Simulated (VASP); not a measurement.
# Rb (Fm-3m) in VASP: further runs

The runs below take Rb through single point, with r2SCAN.

Everything below comes from runs of VASP 6.6.1. Logs are shortened: lines on timing, memory, paths and dates and some standing lists are left out, and cuts for length are marked.

## 1. The cell of the first run

Symmetry: Fm-3m, No. 225, cubic system. Conventional cell: a = 7.131 Å, b = 7.131 Å, c = 7.131 Å, α = 90.00°, β = 90.00°, γ = 90.00°.

## 2. Single point, r2SCAN

File POSCAR:

```
Rb
1.0
    0.0000000000      3.5655807833      3.5655807833
    3.5655807833      0.0000000000      3.5655807833
    3.5655807833      3.5655807833      0.0000000000
Rb
1
Direct
    0.0000000000      0.0000000000      0.0000000000
```

File INCAR.step1:

```
PREC = Accurate ; ENCUT = 520
ISMEAR = 0 ; SIGMA = 0.15
LREAL = False ; LASPH = True
NELM = 80 ; NBANDS = 10
GGA = PE ; ALGO = Normal
EDIFF = 1E-4 ; LWAVE = True
LCHARG = False
```

File INCAR.step2:

```
PREC = Accurate ; ENCUT = 520
EDIFF = 1E-6 ; ISMEAR = 0
SIGMA = 0.15 ; LREAL = False
LASPH = True ; NELM = 80
ALGO = Normal ; ISIF = 2
LWAVE = False ; LCHARG = False
METAGGA = R2SCAN ; LMIXTAU = True
NBANDS = 10 ; ISTART = 1
```

File KPOINTS:

```
regular mesh
0
Gamma
  6 6 6
```

Potentials or basis: VASP PAW PBE potentials, release 64 (Rb_sv).

Launch:

```
$ cat potpaw_PBE.64/Rb_sv/POTCAR > POTCAR
$ cp INCAR.step1 INCAR
$ mpirun -np 1 vasp_std > vasp.out
$ cp INCAR.step2 INCAR
$ mpirun -np 1 vasp_std > vasp.out
```

OUTCAR:

```text
PREC = Accurate
   ENCUT = 520
   EDIFF = 1E-6
   ISMEAR = 0
   LREAL = False
   LASPH = True
   NELM = 80
   ISIF = 2
   METAGGA = R2SCAN
   ISTART = 1

 ion  position               nearest neighbor table
   1  0.000  0.000  0.000-

  LATTYP: Found a face centered cubic cell.
 ALAT       =     7.1311615666

  Lattice vectors:

 A1 = (   0.0000000000,   3.5655807833,   3.5655807833)
 A2 = (   3.5655807833,   0.0000000000,   3.5655807833)
 A3 = (   3.5655807833,   3.5655807833,   0.0000000000)

Analysis of symmetry for initial positions (statically):
=====================================================================
 Subroutine PRICEL returns:
 Original cell was already a primitive cell.

 Routine SETGRP: Setting up the symmetry group for a
 face centered cubic supercell.

 Subroutine GETGRP returns: Found 48 space group operations
 (whereof 48 operations were pure point group operations)
 out of a pool of 48 trial point group operations.

The static configuration has the point symmetry O_h .

Analysis of symmetry for dynamics (positions and initial velocities):
=====================================================================
 Subroutine PRICEL returns:
 Original cell was already a primitive cell.

 Routine SETGRP: Setting up the symmetry group for a
 face centered cubic supercell.

 Subroutine GETGRP returns: Found 48 space group operations
 (whereof 48 operations were pure point group operations)
 out of a pool of 48 trial point group operations.

The dynamic configuration has the point symmetry O_h .

 Subroutine INISYM returns: Found 48 space group operations
 (whereof 48 operations are pure point group operations),
 and found     1 'primitive' translations

----------------------------------------------------------------------------------------

                                     Primitive cell

  volume of cell :      90.6611

  direct lattice vectors                    reciprocal lattice vectors
     0.000000000  3.565580783  3.565580783    -0.140229609  0.140229609  0.140229609
     3.565580783  0.000000000  3.565580783     0.140229609 -0.140229609  0.140229609
     3.565580783  3.565580783  0.000000000     0.140229609  0.140229609 -0.140229609

  length of vectors
     5.042492701  5.042492701  5.042492701     0.242884808  0.242884808  0.242884808

  position of ions in fractional coordinates (direct lattice)
     0.000000000  0.000000000  0.000000000

  ion indices of the primitive-cell ions
   primitive index   ion index
                 1           1

----------------------------------------------------------------------------------------

 KPOINTS: regular mesh

Automatic generation of k-mesh.
 Grid dimensions read from file:
 generate k-points for:    6    6    6

 Generating k-lattice:

  Cartesian coordinates                     Fractional coordinates (reciprocal lattice)
    -0.023371602  0.023371602  0.023371602     0.166666667  0.000000000  0.000000000
     0.023371602 -0.023371602  0.023371602     0.000000000  0.166666667  0.000000000
     0.023371602  0.023371602 -0.023371602     0.000000000  0.000000000  0.166666667

  Length of vectors
     0.040480801  0.040480801  0.040480801

  Shift w.r.t. Gamma in fractional coordinates (k-lattice)
     0.000000000  0.000000000  0.000000000

 Subroutine IBZKPT returns following result:
 ===========================================

 Found     16 irreducible k-points:

 Following reciprocal coordinates:
            Coordinates               Weight
  0.000000  0.000000  0.000000      1.000000
  0.166667  0.000000  0.000000      8.000000
  0.333333  0.000000  0.000000      8.000000
  0.500000  0.000000  0.000000      4.000000
  0.166667  0.166667  0.000000      6.000000
  0.333333  0.166667  0.000000     24.000000
[... 8 lines left out ...]
 -0.333333  0.333333  0.166667     24.000000
 -0.333333  0.500000  0.166667     12.000000
   k-points           NKPTS =     16   k-points in BZ     NKDIM =     16   number of bands    NBANDS=     10
   number of dos      NEDOS =    301   number of ions     NIONS =      1
   total plane-waves  NPLWV =  64000
   dimension x,y,z NGX =    40 NGY =   40 NGZ =   40
   dimension x,y,z NGXF=    80 NGYF=   80 NGZF=   80
   ions per type =               1
   NGX,Y,Z   is equivalent  to a cutoff of  13.19, 13.19, 13.19 a.u.
   NGXF,Y,Z  is equivalent  to a cutoff of  26.38, 26.38, 26.38 a.u.
 SYSTEM =  unknown system
   PREC   = accura    normal or accurate (medium, high low for compatibility)
   ISTART =      1    job   : 0-new  1-cont  2-samecut
   ICHARG =      0    charge: 1-file 2-atom 10-const
   ISPIN  =      1    spin polarized calculation?
   LNONCOLLINEAR =      F non collinear calculations
   LSORBIT =      F    spin-orbit coupling
   LASPH  =      T    aspherical Exc in radial PAW
   ENCUT  =  520.0 eV  38.22 Ry    6.18 a.u.   9.38  9.38  9.38*2*pi/ulx,y,z
   NELM   =     80;   NELMIN=  2; NELMDL=  0     # of ELM steps
   EDIFF  = 0.1E-05   stopping-criterion for ELM
   LREAL  =      F    real-space projection
   EDIFFG = 0.1E-04   stopping-criterion for IOM
   NSW    =      0    number of steps for IOM
   IBRION =     -1    ionic relax: 0-MD 1-quasi-New 2-CG
   NFREE  =      0    steps in history (QN), initial steepest desc. (CG)
   ISIF   =      2    stress and relaxation
   ISYM   =      2    0-nonsym 1-usesym 2-fastsym
   POTIM  = 0.5000    time-step for ionic-motion
   TEBEG  =    0.0;   TEEND  =   0.0 temperature during run
   PSTRESS=    0.0 pullay stress
   NELECT =       9.0000    total number of electrons
   NUPDOWN=      -1.0000    fix difference up-down
   EMIN   =  10.00;   EMAX   =-10.00  energy-range for DOS
   EFERMI =   0.00;   METHOD = LEGACY
   ISMEAR =     0;   SIGMA  =   0.15  broadening in eV -4-tet -1-fermi 0-gaus
   EFERMI_NEDOS =   21; number of points for ismear=-14 and -15
   IALGO  =     38    algorithm
   IMIX   =      4    mixing-type and parameters
     AMIX     =   0.40;   BMIX     =  1.00
     AMIX_MAG =   1.60;   BMIX_MAG =  1.00
  volume/ion in A,a.u.               =      90.66       611.81
  Fermi-wavevector in a.u.,A,eV,Ry     =   0.758022  1.432455  7.817880  0.574598
  Thomas-Fermi vector in A             =   1.856500
   LORBIT       =      0    0 simple, 1 ext, 2 COOP (PROOUT), +10 PAW based schemes
   METAGGA = R2SCAN    functional components
   LHFCALC =     F    Hartree Fock is set to
   AEXX    =    0.0000 exact exchange contribution
   IVDW    =     0    specifies the selected vdW correction
   LEPSILON=     F    determine dielectric tensor
   LRPA    =     F    only Hartree local field effects (RPA)
 non-spin polarized calculation
 Gauss-broadening in eV      SIGMA  =   0.15
  energy-cutoff  :      520.00
  volume of cell :       90.66
 maximum number of plane-waves:      2457
 NGX is ok and might be reduce to    40
   NGX = 19   NGY = 19   NGZ = 19

 number of electron       9.0000000 magnetization

 Free energy of the ion-electron system (eV)
  ---------------------------------------------------
  ext. energy  EPLUGINS =         0.00000000
  ---------------------------------------------------
  free energy    TOTEN  =       -13.91304018 eV

  energy without entropy =      -13.90376287  energy(sigma->0) =      -13.90840153

 E-fermi :   0.0293     XC(G=0):  -5.7368

 val. band max:       -0.0669016780   @ k =   0.5000   0.3333   0.1667
 cond. band min:       0.2585695948   @ k =   0.5000   0.1667   0.0000
 fundamental gap:      0.3254712729
 Fermi energy:         0.0293324146

 k-point     1 :       0.0000    0.0000    0.0000
  band No.  band energies     occupation
      1     -29.9927      2.00000
      2     -13.4822      2.00000
      3     -13.4822      2.00000
      4     -13.4822      2.00000
      5      -2.0228      2.00000
      6       4.0880      0.00000
      7       4.0880      0.00000
      8       4.0880      0.00000
      9       5.5489      0.00000
     10       5.5489      0.00000

 k-point     2 :       0.1667    0.0000    0.0000
  band No.  band energies     occupation
      1     -29.9917      2.00000
      2     -13.5075      2.00000
      3     -13.4855      2.00000
      4     -13.4855      2.00000
      5      -1.6970      2.00000
      6       3.2487      0.00000
      7       4.1820      0.00000
      8       4.1820      0.00000
      9       5.2754      0.00000
     10       5.2754      0.00000

 k-point     3 :       0.3333    0.0000    0.0000
  band No.  band energies     occupation
      1     -29.9895      2.00000
      2     -13.5571      2.00000
      3     -13.4921      2.00000
      4     -13.4921      2.00000
      5      -0.7957      2.00000
      6       1.9053      0.00000
      7       4.0022      0.00000
      8       4.0022      0.00000
      9       5.6899      0.00000
     10       5.6899      0.00000

 k-point     4 :       0.5000    0.0000    0.0000
  band No.  band energies     occupation
      1     -29.9885      2.00000
      2     -13.5815      2.00000
      3     -13.4954      2.00000
      4     -13.4954      2.00000
      5       0.3340      0.00407
      6       0.6563      0.00000
      7       3.8360      0.00000
      8       3.8360      0.00000
      9       6.1576      0.00000
     10       6.3575      0.00000

 k-point     5 :       0.1667    0.1667    0.0000
  band No.  band energies     occupation
      1     -29.9913      2.00000
      2     -13.5067      2.00000
      3     -13.4911      2.00000
      4     -13.4911      2.00000
      5      -1.5906      2.00000
      6       3.2693      0.00000
      7       4.1773      0.00000
      8       4.1773      0.00000
      9       4.3446      0.00000
     10       5.7509      0.00000

 k-point     6 :       0.3333    0.1667    0.0000
  band No.  band energies     occupation
      1     -29.9895      2.00000
      2     -13.5429      2.00000
      3     -13.4991      2.00000
      4     -13.4988      2.00000
      5      -0.8858      2.00000
      6       2.3915      0.00000
      7       3.4038      0.00000
      8       4.1898      0.00000
      9       4.7707      0.00000
     10       6.0453      0.00000
[... 79 lines left out ...]
 k-point    13 :       0.5000    0.5000    0.0000
  band No.  band energies     occupation
      1     -29.9871      2.00000
      2     -13.5752      2.00000
      3     -13.5177      2.00000
      4     -13.5177      2.00000
      5       0.7722      0.00000
      6       1.5133      0.00000
      7       2.0726      0.00000
      8       4.9647      0.00000
      9       4.9647      0.00000
     10       5.8168      0.00000

 k-point    14 :       0.5000    0.3333    0.1667
  band No.  band energies     occupation
      1     -29.9881      2.00000
      2     -13.5559      2.00000
      3     -13.5219      2.00000
      4     -13.5039      2.00000
      5      -0.0669      1.63575
      6       2.0846      0.00000
      7       2.4262      0.00000
      8       4.0454      0.00000
      9       5.1227      0.00000
     10       6.1002      0.00000

 k-point    15 :      -0.3333    0.3333    0.1667
  band No.  band energies     occupation
      1     -29.9874      2.00000
      2     -13.5588      2.00000
      3     -13.5338      2.00000
      4     -13.5094      2.00000
      5       0.9763      0.00000
      6       1.1756      0.00000
      7       2.2578      0.00000
      8       3.6681      0.00000
      9       5.3323      0.00000
     10       6.1605      0.00000

 k-point    16 :      -0.3333    0.5000    0.1667
  band No.  band energies     occupation
      1     -29.9871      2.00000
      2     -13.5609      2.00000
      3     -13.5321      2.00000
      4     -13.5185      2.00000
      5       1.1077      0.00000
      6       1.5991      0.00000
      7       1.8605      0.00000
      8       3.4177      0.00000
      9       5.5760      0.00000
     10       6.2962      0.00000

------------------------ aborting loop because EDIFF is reached ----------------------------------------

  FORCE on cell =-STRESS in cart. coord.  units (eV):
  Direction    XX          YY          ZZ          XY          YZ          ZX
  --------------------------------------------------------------------------------------
  -------------------------------------------------------------------------------------
  Total        0.0972367      0.0972367      0.0972367      0.0000000      0.0000000     -0.0000000
  in kB        1.7183826      1.7183826      1.7183826      0.0000000      0.0000000     -0.0000000
  external PRESSURE =       1.7183826 kB  Pullay stress =       0.0000000 kB

 VOLUME and BASIS-vectors are now :
 -----------------------------------------------------------------------------
  energy-cutoff  :      520.00
  volume of cell :       90.66
      direct lattice vectors                 reciprocal lattice vectors
     0.000000000  3.565580783  3.565580783    -0.140229609  0.140229609  0.140229609
     3.565580783  0.000000000  3.565580783     0.140229609 -0.140229609  0.140229609
     3.565580783  3.565580783  0.000000000     0.140229609  0.140229609 -0.140229609

 POSITION                                       TOTAL-FORCE (eV/Angst)
 -----------------------------------------------------------------------------------
      0.00000      0.00000      0.00000         0.000000      0.000000      0.000000
 -----------------------------------------------------------------------------------
    total drift:                               -0.000000     -0.000000     -0.000000

  FREE ENERGIE OF THE ION-ELECTRON SYSTEM (eV)
  ---------------------------------------------------
  free  energy   TOTEN  =       -13.9130401817 eV

  energy  without entropy=      -13.9037628689  energy(sigma->0) =      -13.90840153
```

Wall time 65 s (1 thread of Intel Xeon 6975P-C, shared host); peak memory 0.26 GiB.

Results:

| Quantity | Value |
| --- | --- |
| Free energy | -13.9130 eV |
| Pressure | 0.2 GPa |

Levels at points of the mesh, in eV from the Fermi level:
| k point | band 2 | band 3 | band 4 | band 5 | band 6 | band 7 | band 8 | band 9 |
| --- | --- | --- | --- | --- | --- | --- | --- | --- |
| (0.00, 0.00, 0.00) | -13.51 | -13.51 | -13.51 | -2.05 | 4.06 | 4.06 | 4.06 | 5.52 |
| (0.50, 0.00, 0.00) | -13.61 | -13.52 | -13.52 | 0.30 | 0.63 | 3.81 | 3.81 | 6.13 |
| (0.50, 0.50, 0.00) | -13.60 | -13.55 | -13.55 | 0.74 | 1.48 | 2.04 | 4.94 | 4.94 |

Caveat: the PAW data sets were made with another functional, which shifts forces and pressure a little.

[end of part 1 of 3]
